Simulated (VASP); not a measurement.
# Ba (Fm-3m) in VASP: a series of runs

Runs on Ba. Level: PBE. Tasks: single point.

Program: VASP 6.6.1. These are calculated values, not measurements. Logs are shortened: lines on timing, memory, paths and dates and some standing lists are left out, and cuts for length are marked.

## (1) The cell of the first run

The structure is cubic, space group Fm-3m (No. 225). The conventional cell has a = 6.465 Å, b = 6.465 Å, c = 6.465 Å, α = 90.00°, β = 90.00°, γ = 90.00°.

## (2) Single point, PBE

INCAR reads:

```
PREC = Accurate
ENCUT = 520
EDIFF = 1E-6
ISMEAR = 0
SIGMA = 0.15
LREAL = F
LASPH = T
NELM = 60
ALGO = Fast
ISIF = 2
LWAVE = F
LCHARG = F
GGA = PE
NBANDS = 11
```

KPOINTS reads:

```
Automatic mesh
0
Gamma
  14 14 14
```

POSCAR reads:

```
Ba
1.0
    0.0000000000      3.2326650028      3.2326650028
    3.2326650028      0.0000000000      3.2326650028
    3.2326650028      3.2326650028      0.0000000000
Ba
1
Direct
    0.0000000000      0.0000000000      0.0000000000
```

Potentials or basis: VASP PAW PBE potentials, release 64 (Ba_sv).

Command:

```console
$ cat potpaw_PBE.64/Ba_sv/POTCAR > POTCAR
$ mpirun -np 1 vasp_std > vasp.out
```

OUTCAR:

```text
PREC = Accurate
   ENCUT = 520
   EDIFF = 1E-6
   ISMEAR = 0
   LREAL = F
   LASPH = T
   NELM = 60
   ISIF = 2
   GGA = PE

 ion  position               nearest neighbor table
   1  0.000  0.000  0.000-

  LATTYP: Found a face centered cubic cell.
 ALAT       =     6.4653300056

  Lattice vectors:

 A1 = (   0.0000000000,   3.2326650028,   3.2326650028)
 A2 = (   3.2326650028,   0.0000000000,   3.2326650028)
 A3 = (   3.2326650028,   3.2326650028,   0.0000000000)

Analysis of symmetry for initial positions (statically):
=====================================================================
 Subroutine PRICEL returns:
 Original cell was already a primitive cell.

 Routine SETGRP: Setting up the symmetry group for a
 face centered cubic supercell.

 Subroutine GETGRP returns: Found 48 space group operations
[... 9 lines left out ...]

 Routine SETGRP: Setting up the symmetry group for a
 face centered cubic supercell.

 Subroutine GETGRP returns: Found 48 space group operations
[... 11 lines left out ...]
                                     Primitive cell

  volume of cell :      67.5635

  direct lattice vectors                    reciprocal lattice vectors
     0.000000000  3.232665003  3.232665003    -0.154671146  0.154671146  0.154671146
     3.232665003  0.000000000  3.232665003     0.154671146 -0.154671146  0.154671146
     3.232665003  3.232665003  0.000000000     0.154671146  0.154671146 -0.154671146

  length of vectors
     4.571678690  4.571678690  4.571678690     0.267898283  0.267898283  0.267898283

  position of ions in fractional coordinates (direct lattice)
     0.000000000  0.000000000  0.000000000

  ion indices of the primitive-cell ions
   primitive index   ion index
                 1           1

----------------------------------------------------------------------------------------

 KPOINTS: Automatic mesh

Automatic generation of k-mesh.
 Grid dimensions read from file:
 generate k-points for:   14   14   14

 Generating k-lattice:

  Cartesian coordinates                     Fractional coordinates (reciprocal lattice)
    -0.011047939  0.011047939  0.011047939     0.071428571  0.000000000  0.000000000
     0.011047939 -0.011047939  0.011047939     0.000000000  0.071428571  0.000000000
     0.011047939  0.011047939 -0.011047939     0.000000000  0.000000000  0.071428571

  Length of vectors
     0.019135592  0.019135592  0.019135592

  Shift w.r.t. Gamma in fractional coordinates (k-lattice)
     0.000000000  0.000000000  0.000000000

 Subroutine IBZKPT returns following result:
[... 55 lines left out ...]
   ISIF   =      2    stress and relaxation
   ISYM   =      2    0-nonsym 1-usesym 2-fastsym
   POTIM  = 0.5000    time-step for ionic-motion
   TEBEG  =    0.0;   TEEND  =   0.0 temperature during run
   PSTRESS=    0.0 pullay stress
   NELECT =      10.0000    total number of electrons
   NUPDOWN=      -1.0000    fix difference up-down
   EMIN   =  10.00;   EMAX   =-10.00  energy-range for DOS
   EFERMI =   0.00;   METHOD = LEGACY
   ISMEAR =     0;   SIGMA  =   0.15  broadening in eV -4-tet -1-fermi 0-gaus
   EFERMI_NEDOS =   21; number of points for ismear=-14 and -15
   IALGO  =     68    algorithm
   IMIX   =      4    mixing-type and parameters
     AMIX     =   0.40;   BMIX     =  1.00
     AMIX_MAG =   1.60;   BMIX_MAG =  1.00
  volume/ion in A,a.u.               =      67.56       455.94
  Fermi-wavevector in a.u.,A,eV,Ry     =   0.865973  1.636451 10.203124  0.749908
  Thomas-Fermi vector in A             =   1.984294
   LORBIT       =      0    0 simple, 1 ext, 2 COOP (PROOUT), +10 PAW based schemes
   GGA     = PE    functional components
   LHFCALC =     F    Hartree Fock is set to
   AEXX    =    0.0000 exact exchange contribution
   IVDW    =     0    specifies the selected vdW correction
   LEPSILON=     F    determine dielectric tensor
   LRPA    =     F    only Hartree local field effects (RPA)
 non-spin polarized calculation
 RMM-DIIS sequential band-by-band and
 Gauss-broadening in eV      SIGMA  =   0.15
  energy-cutoff  :      520.00
  volume of cell :       67.56
 maximum number of plane-waves:      1841
 NGX is ok and might be reduce to    36
   NGX = 17   NGY = 17   NGZ = 17

 number of electron      10.0000000 magnetization

 Free energy of the ion-electron system (eV)
  ---------------------------------------------------
  ext. energy  EPLUGINS =         0.00000000
  ---------------------------------------------------
  free energy    TOTEN  =        -1.89662970 eV

  energy without entropy =       -1.87787350  energy(sigma->0) =       -1.88725160

 E-fermi :   1.4758     XC(G=0):  -7.1889

 val. band max:        1.4663588128   @ k =   0.5000   0.4286   0.0714
 cond. band min:       1.5052833724   @ k =   0.4286   0.3571   0.0000
 fundamental gap:      0.0389245596
 Fermi energy:         1.4758163058

 k-point     1 :       0.0000    0.0000    0.0000
  band No.  band energies     occupation
      1     -27.5664      2.00000
      2     -12.5546      2.00000
      3     -12.5546      2.00000
      4     -12.5546      2.00000
      5      -1.2926      2.00000
      6       3.1565      0.00000
      7       3.1565      0.00000
      8       3.1565      0.00000
      9       4.5974      0.00000
     10       4.5974      0.00000
     11       7.2938      0.00000
[... 309 lines left out ...]
 k-point    24 :       0.2857    0.1429    0.0000
  band No.  band energies     occupation
      1     -27.5491      2.00000
      2     -12.7396      2.00000
      3     -12.6044      2.00000
      4     -12.6007      2.00000
      5      -0.2123      2.00000
      6       2.2229      0.00000
      7       3.1200      0.00000
      8       3.5842      0.00000
      9       4.1246      0.00000
     10       5.0265      0.00000
     11       8.1478      0.00000

 [... further k-points ...]

------------------------ aborting loop because EDIFF is reached ----------------------------------------

  FORCE on cell =-STRESS in cart. coord.  units (eV):
  Direction    XX          YY          ZZ          XY          YZ          ZX
  --------------------------------------------------------------------------------------
  -------------------------------------------------------------------------------------
  Total       -0.1534191     -0.1534191     -0.1534191      0.0000000     -0.0000000      0.0000000
  in kB       -3.6381274     -3.6381274     -3.6381274      0.0000000     -0.0000000      0.0000000
  external PRESSURE =      -3.6381274 kB  Pullay stress =       0.0000000 kB

 VOLUME and BASIS-vectors are now :
 -----------------------------------------------------------------------------
  energy-cutoff  :      520.00
  volume of cell :       67.56
      direct lattice vectors                 reciprocal lattice vectors
     0.000000000  3.232665003  3.232665003    -0.154671146  0.154671146  0.154671146
     3.232665003  0.000000000  3.232665003     0.154671146 -0.154671146  0.154671146
     3.232665003  3.232665003  0.000000000     0.154671146  0.154671146 -0.154671146

 POSITION                                       TOTAL-FORCE (eV/Angst)
 -----------------------------------------------------------------------------------
      0.00000      0.00000      0.00000         0.000000      0.000000      0.000000
 -----------------------------------------------------------------------------------
    total drift:                               -0.000000     -0.000000     -0.000000

  FREE ENERGIE OF THE ION-ELECTRON SYSTEM (eV)
  ---------------------------------------------------
  free  energy   TOTEN  =        -1.8966297016 eV

  energy  without entropy=       -1.8778735047  energy(sigma->0) =       -1.88725160
```

stdout:

```text
POSCAR found type information on POSCAR Ba
 POSCAR found :  1 types and       1 ions
 scaLAPACK will be used
 LDA part: xc-table for (Slater+PW92), standard interpolation
 POSCAR, INCAR and KPOINTS ok, starting setup
 FFT: planning ... GRIDC
 FFT: planning ... GRID_SOFT
 FFT: planning ... GRID
 WAVECAR not read
 entering main loop
WARNING in EDDRMM: call to ZHEGV failed, returncode =   8  4      6
WARNING in EDDRMM: call to ZHEGV failed, returncode =   8  4      8
```

It took 2 min on 1 thread of AMD EPYC 7R13, shared host; peak memory 0.22 GiB.

What came out:

```
Free energy            : -1.8966 eV
Pressure               : -0.4 GPa
Band gap on the k mesh : zero (band 5 reaches 1.52 eV, above the bottom of band 6 at 1.34 eV)
```

Caveat: spin-orbit coupling is left out, which moves the levels of the heavy elements.

## (3) Single point, PBE

INCAR reads:

```
SYSTEM = Ba
PREC = Accurate
ENCUT = 520
EDIFF = 1E-6
ISMEAR = 0
SIGMA = 0.15
LREAL = .False.
LASPH = .True.
NELM = 100
ALGO = Normal
ISIF = 2
LWAVE = .False.
LCHARG = .False.
GGA = PE
NBANDS = 11
```

KPOINTS reads:

```
regular mesh
0
Gamma
  14 14 14
  0 0 0
```

POSCAR is that of step 2.

Potentials or basis: VASP PAW PBE potentials, release 64 (Ba_sv).

Command:

```console
$ cat potpaw_PBE.64/Ba_sv/POTCAR > POTCAR
$ mpirun -np 1 vasp_std > vasp.out
```

OUTCAR:

```text
SYSTEM = Ba
   PREC = Accurate
   ENCUT = 520
   EDIFF = 1E-6
   ISMEAR = 0
   LREAL = .False.
   LASPH = .True.
   NELM = 100
   ISIF = 2
   GGA = PE

 ion  position               nearest neighbor table
   1  0.000  0.000  0.000-

  LATTYP: Found a face centered cubic cell.
 ALAT       =     6.4653300056

  Lattice vectors:

 A1 = (   0.0000000000,   3.2326650028,   3.2326650028)
 A2 = (   3.2326650028,   0.0000000000,   3.2326650028)
 A3 = (   3.2326650028,   3.2326650028,   0.0000000000)

[... 514 lines left out ...]
     11       8.1477      0.00000

 [... further k-points ...]

------------------------ aborting loop because EDIFF is reached ----------------------------------------

  FORCE on cell =-STRESS in cart. coord.  units (eV):
  Direction    XX          YY          ZZ          XY          YZ          ZX
  --------------------------------------------------------------------------------------
  -------------------------------------------------------------------------------------
  Total       -0.1539355     -0.1539355     -0.1539355      0.0000000      0.0000000     -0.0000000
  in kB       -3.6503726     -3.6503726     -3.6503726      0.0000000      0.0000000     -0.0000000
  external PRESSURE =      -3.6503726 kB  Pullay stress =       0.0000000 kB

 VOLUME and BASIS-vectors are now :
 -----------------------------------------------------------------------------
  energy-cutoff  :      520.00
  volume of cell :       67.56
      direct lattice vectors                 reciprocal lattice vectors
     0.000000000  3.232665003  3.232665003    -0.154671146  0.154671146  0.154671146
     3.232665003  0.000000000  3.232665003     0.154671146 -0.154671146  0.154671146
     3.232665003  3.232665003  0.000000000     0.154671146  0.154671146 -0.154671146

 POSITION                                       TOTAL-FORCE (eV/Angst)
 -----------------------------------------------------------------------------------
      0.00000      0.00000      0.00000         0.000000     -0.000000      0.000000
 -----------------------------------------------------------------------------------
    total drift:                               -0.000000     -0.000000     -0.000000

  FREE ENERGIE OF THE ION-ELECTRON SYSTEM (eV)
  ---------------------------------------------------
  free  energy   TOTEN  =        -1.8966300612 eV

  energy  without entropy=       -1.8778753615  energy(sigma->0) =       -1.88725271
```

stdout:

```text
POSCAR found type information on POSCAR Ba
 POSCAR found :  1 types and       1 ions
 scaLAPACK will be used
 LDA part: xc-table for (Slater+PW92), standard interpolation
 POSCAR, INCAR and KPOINTS ok, starting setup
 FFT: planning ... GRIDC
 FFT: planning ... GRID_SOFT
 FFT: planning ... GRID
 WAVECAR not read
 entering main loop
```

Run time: 2.3 min. Hardware: 1 thread of AMD EPYC 7R13, shared host; peak memory 0.21 GiB.

Results:

| Property | Result |
| --- | --- |
| Free energy | -1.8966 eV |
| Pressure | -0.4 GPa |
| Band gap on the k mesh | zero (band 5 reaches 1.52 eV, above the bottom of band 6 at 1.34 eV) |

Levels at points of the mesh, in eV from the Fermi level:
| k point | band 3 | band 4 | band 5 | band 6 | band 7 | band 8 |
| --- | --- | --- | --- | --- | --- | --- |
| (0.00, 0.00, 0.00) | -14.03 | -14.03 | -2.77 | 1.68 | 1.68 | 1.68 |
| (0.50, 0.00, 0.00) | -14.08 | -14.08 | -0.95 | 0.85 | 1.55 | 1.55 |
| (0.50, 0.50, 0.00) | -14.16 | -14.16 | -0.76 | -0.13 | 1.79 | 4.23 |

Caveat: spin-orbit coupling is left out, which moves the levels of the heavy elements.
